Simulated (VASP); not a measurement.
# YAs2O5 (P-3m1) in VASP: single point with PBE

Aim: the single point of YAs2O5 with PBE.

All numbers are computed with VASP 6.6.1; they aren't measurements. Logs are shortened: lines on timing, memory, paths and dates and some standing lists are left out, and cuts for length are marked.

## Step 1: The cell of the first run

The structure is trigonal, space group P-3m1 (No. 164). The conventional cell has a = 5.971 Å, b = 5.971 Å, c = 3.593 Å, α = 90.00°, β = 90.00°, γ = 120.00°. Y (site symmetry -3m) has 24 O at 3.47 to 4.73 Å and 2 Y at 3.59 Å and 12 As at 3.89 Å within 4.8 Å. Within 1.9 Å of As (site symmetry 3m) lie 4 O at 1.45 to 1.72 Å. O (site symmetry 3m) has 1 As at 1.45 Å within 1.9 Å. Within 2.3 Å of O (site symmetry 2/m) lie 2 As at 1.72 Å and 2 O at 2.25 Å.

The cell was built from a structure type or drawn by symmetry, and may not be a known phase.

## Step 2: Single point, PBE

Input file INCAR:

```
SYSTEM = YAs2O5
ALGO = Normal ; EDIFF = 1E-7
ENCUT = 520 ; GGA = PE
ISIF = 2 ; ISMEAR = 0
LASPH = .TRUE. ; LCHARG = .FALSE.
LREAL = .FALSE. ; LWAVE = .FALSE.
NBANDS = 36 ; NELM = 80
PREC = Accurate ; SIGMA = 0.1
```

Input file KPOINTS:

```
k-points
0
G
  3 3 6
  0 0 0
```

Input file POSCAR:

```
YAs2O5
1.0
    5.9708696100      0.0000000000      0.0000000000
   -2.9854348100      5.1709247700      0.0000000000
    0.0000000000      0.0000000000      3.5931810500
Y As O
1 2 5
Direct
    0.0000000000      0.0000000000      0.0000000000
    0.3333333300      0.6666666700      0.5000000000
    0.6666666700      0.3333333300      0.5000000000
    0.3333333300      0.6666666700      0.9025932700
    0.0000000000      0.5000000000      0.5000000000
    0.5000000000      0.5000000000      0.5000000000
    0.5000000000      0.0000000000      0.5000000000
    0.6666666700      0.3333333300      0.0974067300
```

Potentials or basis: VASP PAW PBE potentials, release 64 (Y_sv, As, O).

Launch:

```bash
$ cat potpaw_PBE.64/Y_sv/POTCAR potpaw_PBE.64/As/POTCAR potpaw_PBE.64/O/POTCAR > POTCAR
$ mpirun -np 1 vasp_std > vasp.out
```

OUTCAR:

```text
SYSTEM = YAs2O5
   EDIFF = 1E-7
   ENCUT = 520
   GGA = PE
   ISIF = 2
   ISMEAR = 0
   LASPH = .TRUE.
   LREAL = .FALSE.
   NELM = 80
   PREC = Accurate

 ion  position               nearest neighbor table
   1  0.000  0.000  0.000-
   2  0.333  0.667  0.500-   4 1.45   5 1.72   7 1.72   6 1.72   4 2.15
   3  0.667  0.333  0.500-   8 1.45   5 1.72   7 1.72   6 1.72   8 2.15
   4  0.333  0.667  0.903-   2 1.45   2 2.15
   5  0.000  0.500  0.500-   2 1.72   3 1.72
   6  0.500  0.500  0.500-   2 1.72   3 1.72
   7  0.500  0.000  0.500-   2 1.72   3 1.72
   8  0.667  0.333  0.097-   3 1.45   3 2.15

  LATTYP: Found a hexagonal cell.
 ALAT       =     5.9708696100
 C/A-ratio  =     0.6017852147

  Lattice vectors:

 A1 = (   5.9708696100,   0.0000000000,   0.0000000000)
 A2 = (  -2.9854348100,   5.1709247700,   0.0000000000)
 A3 = (   0.0000000000,   0.0000000000,   3.5931810500)

Analysis of symmetry for initial positions (statically):
=====================================================================
 Subroutine PRICEL returns:
 Original cell was already a primitive cell.

 Routine SETGRP: Setting up the symmetry group for a
 hexagonal supercell.

 Subroutine GETGRP returns: Found 12 space group operations
 (whereof 12 operations were pure point group operations)
 out of a pool of 24 trial point group operations.

The static configuration has the point symmetry D_3d.

Analysis of symmetry for dynamics (positions and initial velocities):
=====================================================================
 Subroutine PRICEL returns:
 Original cell was already a primitive cell.

 Routine SETGRP: Setting up the symmetry group for a
 hexagonal supercell.

 Subroutine GETGRP returns: Found 12 space group operations
 (whereof 12 operations were pure point group operations)
 out of a pool of 24 trial point group operations.

The dynamic configuration has the point symmetry D_3d.

 Subroutine INISYM returns: Found 12 space group operations
 (whereof 12 operations are pure point group operations),
 and found     1 'primitive' translations

----------------------------------------------------------------------------------------

                                     Primitive cell

  volume of cell :     110.9392

  direct lattice vectors                    reciprocal lattice vectors
     5.970869610  0.000000000  0.000000000     0.167479792  0.096694503  0.000000000
    -2.985434810  5.170924770  0.000000000     0.000000000  0.193389006  0.000000000
     0.000000000  0.000000000  3.593181050     0.000000000  0.000000000  0.278304930

  length of vectors
     5.970869610  5.970869617  3.593181050     0.193389006  0.193389006  0.278304930

  position of ions in fractional coordinates (direct lattice)
     0.000000000  0.000000000  0.000000000
     0.333333330  0.666666670  0.500000000
     0.666666670  0.333333330  0.500000000
     0.333333330  0.666666670  0.902593270
     0.000000000  0.500000000  0.500000000
     0.500000000  0.500000000  0.500000000
     0.500000000  0.000000000  0.500000000
     0.666666670  0.333333330  0.097406730

  ion indices of the primitive-cell ions
   primitive index   ion index
                 1           1
                 2           2
                 3           3
                 4           4
                 5           5
                 6           6
                 7           7
                 8           8

----------------------------------------------------------------------------------------

 KPOINTS: k-points

Automatic generation of k-mesh.
 Grid dimensions read from file:
 generate k-points for:    3    3    6

 Generating k-lattice:

  Cartesian coordinates                     Fractional coordinates (reciprocal lattice)
     0.055826597  0.032231501  0.000000000     0.333333333  0.000000000  0.000000000
     0.000000000  0.064463002  0.000000000     0.000000000  0.333333333  0.000000000
     0.000000000  0.000000000  0.046384155     0.000000000  0.000000000  0.166666667

  Length of vectors
     0.064463002  0.064463002  0.046384155

  Shift w.r.t. Gamma in fractional coordinates (k-lattice)
     0.000000000  0.000000000  0.000000000

 Subroutine IBZKPT returns following result:
 ===========================================

 Found     14 irreducible k-points:

 Following reciprocal coordinates:
            Coordinates               Weight
  0.000000  0.000000  0.000000      1.000000
  0.333333  0.000000  0.000000      6.000000
  0.333333  0.333333  0.000000      2.000000
  0.000000  0.000000  0.166667      2.000000
  0.333333  0.000000  0.166667      6.000000
  0.000000  0.333333  0.166667      6.000000
  0.333333  0.333333  0.166667      4.000000
  0.000000  0.000000  0.333333      2.000000
  0.333333  0.000000  0.333333      6.000000
  0.000000  0.333333  0.333333      6.000000
  0.333333  0.333333  0.333333      4.000000
  0.000000  0.000000  0.500000      1.000000
  0.333333  0.000000  0.500000      6.000000
  0.333333  0.333333  0.500000      2.000000
   k-points           NKPTS =     14   k-points in BZ     NKDIM =     14   number of bands    NBANDS=     36
   number of dos      NEDOS =    301   number of ions     NIONS =      8
   total plane-waves  NPLWV =  64512
   dimension x,y,z NGX =    48 NGY =   48 NGZ =   28
   dimension x,y,z NGXF=    96 NGYF=   96 NGZF=   56
   ions per type =               1   2   5
   NGX,Y,Z   is equivalent  to a cutoff of  13.36, 13.36, 12.95 a.u.
   NGXF,Y,Z  is equivalent  to a cutoff of  26.73, 26.73, 25.91 a.u.
 SYSTEM =  YAs2O5
   PREC   = accura    normal or accurate (medium, high low for compatibility)
   ISTART =      0    job   : 0-new  1-cont  2-samecut
   ICHARG =      2    charge: 1-file 2-atom 10-const
   ISPIN  =      1    spin polarized calculation?
   LNONCOLLINEAR =      F non collinear calculations
   LSORBIT =      F    spin-orbit coupling
   LASPH  =      T    aspherical Exc in radial PAW
   ENCUT  =  520.0 eV  38.22 Ry    6.18 a.u.  11.10 11.10  6.68*2*pi/ulx,y,z
   NELM   =     80;   NELMIN=  2; NELMDL= -5     # of ELM steps
   EDIFF  = 0.1E-06   stopping-criterion for ELM
   LREAL  =      F    real-space projection
   EDIFFG = 0.1E-05   stopping-criterion for IOM
   NSW    =      0    number of steps for IOM
   IBRION =     -1    ionic relax: 0-MD 1-quasi-New 2-CG
   NFREE  =      0    steps in history (QN), initial steepest desc. (CG)
   ISIF   =      2    stress and relaxation
   ISYM   =      2    0-nonsym 1-usesym 2-fastsym
   POTIM  = 0.5000    time-step for ionic-motion
   TEBEG  =    0.0;   TEEND  =   0.0 temperature during run
   PSTRESS=    0.0 pullay stress
   NELECT =      51.0000    total number of electrons
   NUPDOWN=      -1.0000    fix difference up-down
   EMIN   =  10.00;   EMAX   =-10.00  energy-range for DOS
   EFERMI =   0.00;   METHOD = LEGACY
   ISMEAR =     0;   SIGMA  =   0.10  broadening in eV -4-tet -1-fermi 0-gaus
   EFERMI_NEDOS =   21; number of points for ismear=-14 and -15
   IALGO  =     38    algorithm
   IMIX   =      4    mixing-type and parameters
     AMIX     =   0.40;   BMIX     =  1.00
     AMIX_MAG =   1.60;   BMIX_MAG =  1.00
  volume/ion in A,a.u.               =      13.87        93.58
  Fermi-wavevector in a.u.,A,eV,Ry     =   1.263485  2.387640 21.720247  1.596393
  Thomas-Fermi vector in A             =   2.396839
   LORBIT       =      0    0 simple, 1 ext, 2 COOP (PROOUT), +10 PAW based schemes
   GGA     = PE    functional components
   LHFCALC =     F    Hartree Fock is set to
   AEXX    =    0.0000 exact exchange contribution
   IVDW    =     0    specifies the selected vdW correction
   LEPSILON=     F    determine dielectric tensor
   LRPA    =     F    only Hartree local field effects (RPA)
 non-spin polarized calculation
 Gauss-broadening in eV      SIGMA  =   0.10
  energy-cutoff  :      520.00
  volume of cell :      110.94
 maximum number of plane-waves:      3026
 NGX is ok and might be reduce to    48
   NGX = 23   NGY = 23   NGZ = 13

 number of electron      51.0000020 magnetization

 Free energy of the ion-electron system (eV)
  ---------------------------------------------------
  ext. energy  EPLUGINS =         0.00000000
  ---------------------------------------------------
  free energy    TOTEN  =       -38.75732396 eV

  energy without entropy =      -38.74194586  energy(sigma->0) =      -38.74963491

 E-fermi :   5.6792     XC(G=0):  -9.9823

 val. band max:        5.6413381551   @ k =   0.3333   0.3333   0.3333
 cond. band min:       5.6942421530   @ k =   0.3333   0.3333   0.0000
 fundamental gap:      0.0529039979
 Fermi energy:         5.6792167119

 k-point     1 :       0.0000    0.0000    0.0000
  band No.  band energies     occupation
      1     -39.4860      2.00000
      2     -19.5420      2.00000
      3     -19.5420      2.00000
      4     -19.0034      2.00000
      5     -18.9408      2.00000
      6     -17.0980      2.00000
[... 28 lines left out ...]
     35      10.3328      0.00000
     36      10.3328      0.00000

 k-point     2 :       0.3333    0.0000    0.0000
  band No.  band energies     occupation
      1     -39.4860      2.00000
      2     -19.5625      2.00000
      3     -19.5434      2.00000
      4     -18.9406      2.00000
      5     -18.7269      2.00000
      6     -17.7797      2.00000
[... 28 lines left out ...]
     35      11.2826      0.00000
     36      11.6288      0.00000

 k-point     3 :       0.3333    0.3333    0.0000
  band No.  band energies     occupation
      1     -39.4860      2.00000
      2     -19.5556      2.00000
      3     -19.5556      2.00000
      4     -18.9405      2.00000
      5     -18.3197      2.00000
      6     -18.3197      2.00000
[... 28 lines left out ...]
     35      11.7045      0.00000
     36      13.1725      0.00000
[... 352 lines left out ...]
 k-point    13 :       0.3333    0.0000    0.5000
  band No.  band energies     occupation
      1     -39.4676      2.00000
      2     -19.5175      2.00000
      3     -19.5153      2.00000
      4     -19.2055      2.00000
      5     -18.2342      2.00000
      6     -17.3570      2.00000
[... 28 lines left out ...]
     35      10.8594      0.00000
     36      11.3870      0.00000

 k-point    14 :       0.3333    0.3333    0.5000
  band No.  band energies     occupation
      1     -39.4676      2.00000
      2     -19.5171      2.00000
      3     -19.5171      2.00000
      4     -19.2009      2.00000
      5     -17.8548      2.00000
      6     -17.8548      2.00000
[... 28 lines left out ...]
     35      11.0574      0.00000
     36      11.3498      0.00000

------------------------ aborting loop because EDIFF is reached ----------------------------------------

  FORCE on cell =-STRESS in cart. coord.  units (eV):
  Direction    XX          YY          ZZ          XY          YZ          ZX
  --------------------------------------------------------------------------------------
  -------------------------------------------------------------------------------------
  Total       20.2857428     20.2857429     63.1019964     -0.0000000      0.0000000      0.0000000
  in kB      292.9655743    292.9655749    911.3155367     -0.0000003      0.0000000      0.0000000
  external PRESSURE =     499.0822286 kB  Pullay stress =       0.0000000 kB

 VOLUME and BASIS-vectors are now :
 -----------------------------------------------------------------------------
  energy-cutoff  :      520.00
  volume of cell :      110.94
      direct lattice vectors                 reciprocal lattice vectors
     5.970869610  0.000000000  0.000000000     0.167479792  0.096694503  0.000000000
    -2.985434810  5.170924770  0.000000000     0.000000000  0.193389006  0.000000000
     0.000000000  0.000000000  3.593181050     0.000000000  0.000000000  0.278304930

 POSITION                                       TOTAL-FORCE (eV/Angst)
 -----------------------------------------------------------------------------------
      0.00000      0.00000      0.00000        -0.000000      0.000000      0.000000
     -0.00000      3.44728      1.79659        -0.000000     -0.000000    -15.969030
      2.98543      1.72364      1.79659        -0.000000      0.000000     15.969030
     -0.00000      3.44728      3.24318         0.000000      0.000000     21.003981
     -1.49272      2.58546      1.79659        -0.000000      0.000000      0.000000
      1.49272      2.58546      1.79659        -0.000000      0.000000      0.000000
      2.98543      0.00000      1.79659        -0.000000      0.000000      0.000000
      2.98543      1.72364      0.35000        -0.000000     -0.000000    -21.003981
 -----------------------------------------------------------------------------------
    total drift:                                0.000000      0.000000     -0.000000

  FREE ENERGIE OF THE ION-ELECTRON SYSTEM (eV)
  ---------------------------------------------------
  free  energy   TOTEN  =       -38.7573239572 eV

  energy  without entropy=      -38.7419458550  energy(sigma->0) =      -38.74963491
```

It took 2 min on 1 thread of AMD EPYC 7R43 (Zen 3), shared host; peak memory 0.24 GiB.

What came out:

```yaml
Free_energy: -38.7573 eV
Pressure: 49.9 GPa
Largest_force: 21.004 eV/Å
Band_gap_on_the_k_mesh: zero (an odd number of electrons rules out a gap without spin polarisation)
```

Forces in eV/Å, atoms in the order of the input:
```
Y     0.000   0.000   0.000
As    0.000   0.000 -15.969
As    0.000   0.000  15.969
O     0.000   0.000  21.004
O     0.000   0.000   0.000
O     0.000   0.000   0.000
O     0.000   0.000   0.000
O     0.000   0.000 -21.004
```

Stress tensor (GPa, compression positive):
```
29.30  0.00  0.00
 0.00 29.30  0.00
 0.00  0.00 91.13
```

Caveat: the k points lie up to 0.41 Å⁻¹ apart, too coarse for converged energies and pressures of a metal; an odd number of electrons without spin polarisation forces a metal; a magnetic or distorted state may lie lower.
